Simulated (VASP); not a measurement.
# Si2Ag (Pnnm) in VASP: a series of runs

Runs on Si2Ag. Level: PBE. Tasks: single point.

Everything below comes from runs of VASP 6.6.1. Logs are shortened: lines on timing, memory, paths and dates and some standing lists are left out, and cuts for length are marked.

## (1) The cell of the first run

The structure is orthorhombic, space group Pnnm (No. 58). Conventional cell: a = 5.311 Å, b = 5.473 Å, c = 3.575 Å, α = 90.00°, β = 90.00°, γ = 90.00°. Within 3.0 Å of Si (site symmetry m) lie 3 Ag at 2.30 to 2.35 Å. Ag (site symmetry 2/m) has 6 Si at 2.30 to 2.35 Å within 3.0 Å.

## (2) Single point, PBE

Contents of INCAR:

```
SYSTEM = Si2Ag
PREC = Accurate ; ENCUT = 520
EDIFF = 1E-6 ; ISMEAR = 0
SIGMA = 0.1 ; LREAL = .FALSE.
LASPH = .TRUE. ; NELM = 60
ALGO = Normal ; ISIF = 2
LWAVE = .FALSE. ; LCHARG = .FALSE.
GGA = PE ; NBANDS = 28
```

Contents of KPOINTS:

```
Automatic mesh
0
G
  4 4 6
  0 0 0
```

Contents of POSCAR:

```
Si2Ag
1.0
    5.3109437414      0.0000000000      0.0000000000
    0.0000000000      5.4726551694      0.0000000000
    0.0000000000      0.0000000000      3.5746736721
Si Ag
4 2
Direct
    0.2250000000      0.8250000000      0.5000000000
    0.7250000000      0.6750000000      0.0000000000
    0.7750000000      0.1750000000      0.5000000000
    0.2750000000      0.3250000000      0.0000000000
    0.5000000000      0.5000000000      0.5000000000
    0.0000000000      0.0000000000      0.0000000000
```

Potentials or basis: VASP PAW PBE potentials, release 64 (Si, Ag).

Command:

```bash
$ cat potpaw_PBE.64/Si/POTCAR potpaw_PBE.64/Ag/POTCAR > POTCAR
$ mpirun -np 1 vasp_std > vasp.out
```

OUTCAR:

```text
SYSTEM = Si2Ag
   PREC = Accurate
   ENCUT = 520
   EDIFF = 1E-6
   ISMEAR = 0
   LREAL = .FALSE.
   LASPH = .TRUE.
   NELM = 60
   ISIF = 2
   GGA = PE

 ion  position               nearest neighbor table
   1  0.225  0.825  0.500-   5 2.30   6 2.35   6 2.35   3 3.06
   2  0.725  0.675  0.000-   6 2.30   5 2.35   5 2.35   4 3.06
   3  0.775  0.175  0.500-   5 2.30   6 2.35   6 2.35   1 3.06
   4  0.275  0.325  0.000-   6 2.30   5 2.35   5 2.35   2 3.06
   5  0.500  0.500  0.500-   1 2.30   3 2.30   2 2.35   4 2.35   2 2.35   4 2.35
   6  0.000  0.000  0.000-   2 2.30   4 2.30   3 2.35   1 2.35   1 2.35   3 2.35

  LATTYP: Found a simple orthorhombic cell.
 ALAT       =     3.5746736721
 B/A-ratio  =     1.4857142857
 C/A-ratio  =     1.5309523809

  Lattice vectors:

 A1 = (   0.0000000000,   0.0000000000,   3.5746736721)
 A2 = (   5.3109437414,   0.0000000000,   0.0000000000)
 A3 = (   0.0000000000,   5.4726551694,   0.0000000000)

Analysis of symmetry for initial positions (statically):
=====================================================================
 Subroutine PRICEL returns:
 Original cell was already a primitive cell.

 Routine SETGRP: Setting up the symmetry group for a
 simple orthorhombic supercell.

 Subroutine GETGRP returns: Found  8 space group operations
 (whereof  4 operations were pure point group operations)
 out of a pool of  8 trial point group operations.

The static configuration has the point symmetry C_2h.
 The point group associated with its full space group is D_2h.

Analysis of symmetry for dynamics (positions and initial velocities):
=====================================================================
 Subroutine PRICEL returns:
 Original cell was already a primitive cell.

 Routine SETGRP: Setting up the symmetry group for a
 simple orthorhombic supercell.

 Subroutine GETGRP returns: Found  8 space group operations
 (whereof  4 operations were pure point group operations)
 out of a pool of  8 trial point group operations.

The dynamic configuration has the point symmetry C_2h.
 The point group associated with its full space group is D_2h.

 Subroutine INISYM returns: Found  8 space group operations
 (whereof  4 operations are pure point group operations),
 and found     1 'primitive' translations

----------------------------------------------------------------------------------------

                                     Primitive cell

[... 100 lines left out ...]
   EDIFFG = 0.1E-04   stopping-criterion for IOM
   NSW    =      0    number of steps for IOM
   IBRION =     -1    ionic relax: 0-MD 1-quasi-New 2-CG
   NFREE  =      0    steps in history (QN), initial steepest desc. (CG)
   ISIF   =      2    stress and relaxation
   ISYM   =      2    0-nonsym 1-usesym 2-fastsym
   POTIM  = 0.5000    time-step for ionic-motion
   TEBEG  =    0.0;   TEEND  =   0.0 temperature during run
   PSTRESS=    0.0 pullay stress
   NELECT =      38.0000    total number of electrons
   NUPDOWN=      -1.0000    fix difference up-down
   EMIN   =  10.00;   EMAX   =-10.00  energy-range for DOS
   EFERMI =   0.00;   METHOD = LEGACY
   ISMEAR =     0;   SIGMA  =   0.10  broadening in eV -4-tet -1-fermi 0-gaus
   EFERMI_NEDOS =   21; number of points for ismear=-14 and -15
   IALGO  =     38    algorithm
   IMIX   =      4    mixing-type and parameters
     AMIX     =   0.40;   BMIX     =  1.00
     AMIX_MAG =   1.60;   BMIX_MAG =  1.00
  volume/ion in A,a.u.               =      17.32       116.86
  Fermi-wavevector in a.u.,A,eV,Ry     =   1.170758  2.212413 18.649170  1.370675
  Thomas-Fermi vector in A             =   2.307212
   LORBIT       =      0    0 simple, 1 ext, 2 COOP (PROOUT), +10 PAW based schemes
   GGA     = PE    functional components
   LHFCALC =     F    Hartree Fock is set to
   AEXX    =    0.0000 exact exchange contribution
   IVDW    =     0    specifies the selected vdW correction
   LEPSILON=     F    determine dielectric tensor
   LRPA    =     F    only Hartree local field effects (RPA)
 non-spin polarized calculation
 Gauss-broadening in eV      SIGMA  =   0.10
  energy-cutoff  :      520.00
  volume of cell :      103.90
 maximum number of plane-waves:      2824
 NGX is ok and might be reduce to    40
   NGX = 19   NGY = 21   NGZ = 13

 number of electron      38.0000002 magnetization

 Free energy of the ion-electron system (eV)
  ---------------------------------------------------
  ext. energy  EPLUGINS =         0.00000000
  ---------------------------------------------------
  free energy    TOTEN  =       -20.42427573 eV

  energy without entropy =      -20.39783197  energy(sigma->0) =      -20.41105385

 E-fermi :   8.5591     XC(G=0): -10.8266

 val. band max:        8.5485047091   @ k =   0.0000   0.0000   0.3333
 cond. band min:       8.5629030454   @ k =   0.2500   0.2500   0.5000
 fundamental gap:      0.0143983363
 Fermi energy:         8.5591386314

 k-point     1 :       0.0000    0.0000    0.0000
  band No.  band energies     occupation
      1      -3.7300      2.00000
      2      -1.3732      2.00000
      3      -0.0099      2.00000
      4       0.1692      2.00000
      5       0.5584      2.00000
      6       0.6251      2.00000
[... 733 lines left out ...]
     27      15.1282      0.00000
     28      15.1282      0.00000

 [... further k-points ...]

------------------------ aborting loop because EDIFF is reached ----------------------------------------

  FORCE on cell =-STRESS in cart. coord.  units (eV):
  Direction    XX          YY          ZZ          XY          YZ          ZX
  --------------------------------------------------------------------------------------
  -------------------------------------------------------------------------------------
  Total       10.7558662     15.1671032     19.0021995      0.0000000      0.0000000      0.0000000
  in kB      165.8631036    233.8875132    293.0274251      0.0000000      0.0000000      0.0000000
  external PRESSURE =     230.9260140 kB  Pullay stress =       0.0000000 kB

 VOLUME and BASIS-vectors are now :
 -----------------------------------------------------------------------------
  energy-cutoff  :      520.00
  volume of cell :      103.90
      direct lattice vectors                 reciprocal lattice vectors
     5.310943741  0.000000000  0.000000000     0.188290452  0.000000000  0.000000000
     0.000000000  5.472655169  0.000000000     0.000000000  0.182726660  0.000000000
     0.000000000  0.000000000  3.574673672     0.000000000  0.000000000  0.279745815

 POSITION                                       TOTAL-FORCE (eV/Angst)
 -----------------------------------------------------------------------------------
      1.19496      4.51494      1.78734         0.717064      0.295554      0.000000
      3.85043      3.69404      0.00000         0.717064     -0.295554      0.000000
      4.11598      0.95771      1.78734        -0.717064     -0.295554     -0.000000
      1.46051      1.77861      0.00000        -0.717064      0.295554     -0.000000
      2.65547      2.73633      1.78734         0.000000      0.000000      0.000000
      0.00000      0.00000      0.00000         0.000000      0.000000      0.000000
 -----------------------------------------------------------------------------------
    total drift:                                0.000000      0.000000     -0.000000

  FREE ENERGIE OF THE ION-ELECTRON SYSTEM (eV)
  ---------------------------------------------------
  free  energy   TOTEN  =       -20.4242757320 eV

  energy  without entropy=      -20.3978319684  energy(sigma->0) =      -20.41105385
```

OSZICAR:

```text
N       E                     dE             d eps       ncg     rms          rms(c)
DAV:   1     0.176111729279E+03    0.17611E+03   -0.17053E+04  2032   0.121E+03
DAV:   2    -0.166044055542E+02   -0.19272E+03   -0.18576E+03  2196   0.246E+02
DAV:   3    -0.235373198213E+02   -0.69329E+01   -0.68110E+01  2508   0.446E+01
DAV:   4    -0.236112613081E+02   -0.73941E-01   -0.73617E-01  2300   0.475E+00
DAV:   5    -0.236121863455E+02   -0.92504E-03   -0.92494E-03  2316   0.565E-01    0.179E+01
DAV:   6    -0.208599088884E+02    0.27523E+01   -0.18350E+01  2192   0.424E+01    0.136E+01
DAV:   7    -0.205054903896E+02    0.35442E+00   -0.20060E+00  2172   0.138E+01    0.599E+00
DAV:   8    -0.204405957555E+02    0.64895E-01   -0.19536E-01  2256   0.276E+00    0.127E+00
DAV:   9    -0.204243510788E+02    0.16245E-01   -0.49531E-02  2208   0.232E+00    0.407E-01
DAV:  10    -0.204242988194E+02    0.52259E-04   -0.28413E-03  2272   0.290E-01    0.102E-01
DAV:  11    -0.204242755236E+02    0.23296E-04   -0.19583E-04  2376   0.127E-01    0.312E-02
DAV:  12    -0.204242773890E+02   -0.18653E-05   -0.18575E-05  2260   0.251E-02    0.771E-03
DAV:  13    -0.204242763136E+02    0.10754E-05   -0.10884E-06  1280   0.881E-03    0.311E-03
DAV:  14    -0.204242757320E+02    0.58157E-06   -0.33543E-07  1216   0.352E-03
   1 F= -.20424276E+02 E0= -.20411054E+02  d E =-.264438E-01
```

stdout:

```text
POSCAR found type information on POSCAR SiAg
 POSCAR found :  2 types and       6 ions
 scaLAPACK will be used
 LDA part: xc-table for (Slater+PW92), standard interpolation
 POSCAR, INCAR and KPOINTS ok, starting setup
 FFT: planning ... GRIDC
 FFT: planning ... GRID_SOFT
 FFT: planning ... GRID
 WAVECAR not read
 entering main loop
```

Wall time 51 s (1 thread of AMD EPYC 9R45 (Zen 5), shared host); peak memory 0.22 GiB.

What came out:

| Quantity | Value |
| --- | --- |
| Free energy | -20.4243 eV |
| Pressure | 23.1 GPa |
| Largest force | 0.776 eV/Å |
| Band gap on the k mesh | zero (band 19 reaches 10.69 eV, above the bottom of band 20 at 7.36 eV) |

Forces on the atoms (eV/Å):
```
Si   0.717  0.296  0.000
Si   0.717 -0.296  0.000
Si  -0.717 -0.296  0.000
Si  -0.717  0.296  0.000
Ag   0.000  0.000  0.000
Ag   0.000  0.000  0.000
```

Stress tensor (GPa, compression positive):
```
16.59  0.00  0.00
 0.00 23.39  0.00
 0.00  0.00 29.30
```

Levels at points of the mesh, in eV from the Fermi level:
```
           k point  band 16  band 17  band 18  band 19  band 20  band 21  band 22  band 23
(0.00, 0.00, 0.00)    -2.53    -2.09    -1.49    -0.74     1.45     2.56     3.81     3.83
(0.50, 0.00, 0.00)    -4.19     0.05     0.05     0.24     0.24     2.25     2.25     4.12
(0.00, 0.50, 0.00)    -3.93    -0.15    -0.15    -0.04    -0.04     1.84     1.84     4.32
(0.50, 0.50, 0.00)    -0.88     0.22     0.22     0.68     0.68     1.54     1.54     2.14
(0.00, 0.00, 0.50)    -4.54    -2.40    -2.40    -1.20    -1.20     1.17     1.17     1.44
(0.50, 0.00, 0.50)    -3.44    -2.51    -2.51    -1.20    -1.20    -0.36    -0.36     1.76
(0.00, 0.50, 0.50)    -3.21    -2.64    -2.64    -1.06    -1.06     0.47     0.47     0.89
(0.50, 0.50, 0.50)    -5.28    -3.85    -3.85     2.13     2.13     2.18     2.18     2.72
```

## (3) Single point, PBE

This run uses another cell than the first one, of 18.68 Å³/atom, 1.079 times its volume.

Contents of INCAR:

```
  PREC = Accurate
  ENCUT = 520
  EDIFF = 1E-6
  ISMEAR = 0
  SIGMA = 0.1
  LREAL = False
  LASPH = True
  NELM = 60
  ALGO = Normal
  ISIF = 2
  LWAVE = False
  LCHARG = True
  GGA = PE
  LELF = True
  LVHAR = True
  NBANDS = 28
```

Contents of KPOINTS:

```
regular mesh
0
Gamma
  4 4 6
```

Contents of POSCAR:

```
Si2Ag
1.0
    4.0191869931      0.0000000000      0.0000000000
    0.0000000000      6.2997474481      0.0000000000
    0.0000000000      0.0000000000      4.4265171706
Si Ag
4 2
Direct
    0.2718697730      0.8802783409      0.5000000000
    0.7718697730      0.6197216591      0.0000000000
    0.7281302270      0.1197216591      0.5000000000
    0.2281302270      0.3802783409      0.0000000000
    0.5000000000      0.5000000000      0.5000000000
    0.0000000000      0.0000000000      0.0000000000
```

Potentials or basis: VASP PAW PBE potentials, release 64 (Si, Ag).

Command:

```bash
$ cat potpaw_PBE.64/Si/POTCAR potpaw_PBE.64/Ag/POTCAR > POTCAR
$ mpirun -np 1 vasp_std > vasp.out
```

Wall time 53 s (1 thread of AMD EPYC 9R45 (Zen 5), shared host); peak memory 0.24 GiB.

It converged, with:

- Free energy: -24.3941 eV
- Pressure: 0.0 GPa
- Largest force: 0.012 eV/Å
- Band gap on the k mesh: zero (band 19 reaches 8.02 eV, above the bottom of band 20 at 4.92 eV)

Forces on the atoms (eV/Å):
```
Si  -0.010 -0.006  0.000
Si  -0.010  0.006  0.000
Si   0.010  0.006  0.000
Si   0.010 -0.006  0.000
Ag   0.000  0.000  0.000
Ag   0.000  0.000  0.000
```

Stress tensor (GPa, compression positive):
```
 0.03  0.00  0.00
 0.00 -0.24  0.00
 0.00  0.00  0.08
```

Levels at points of the mesh, in eV from the Fermi level:
```tsv
k point	band 16	band 17	band 18	band 19	band 20	band 21	band 22	band 23
(0.00, 0.00, 0.00)	-2.45	-1.11	-0.55	-0.23	0.70	0.96	1.45	2.31
(0.50, 0.00, 0.00)	-3.41	-0.70	-0.70	0.90	0.90	1.50	1.50	2.08
(0.00, 0.50, 0.00)	-2.15	-1.52	-1.52	-0.84	-0.84	0.87	0.87	4.21
(0.50, 0.50, 0.00)	-1.97	-0.60	-0.60	-0.15	-0.15	1.50	1.50	2.31
(0.00, 0.00, 0.50)	-3.89	-1.64	-1.64	0.73	0.73	3.20	3.20	3.23
(0.50, 0.00, 0.50)	-3.04	-2.71	-2.71	-2.20	-2.20	-0.37	-0.37	6.19
(0.00, 0.50, 0.50)	-1.79	-1.20	-1.20	-0.08	-0.08	1.42	1.42	2.72
(0.50, 0.50, 0.50)	-4.09	-3.04	-3.04	0.06	0.06	1.78	1.78	3.10
```

Caveat: the k points lie up to 0.39 Å⁻¹ apart.
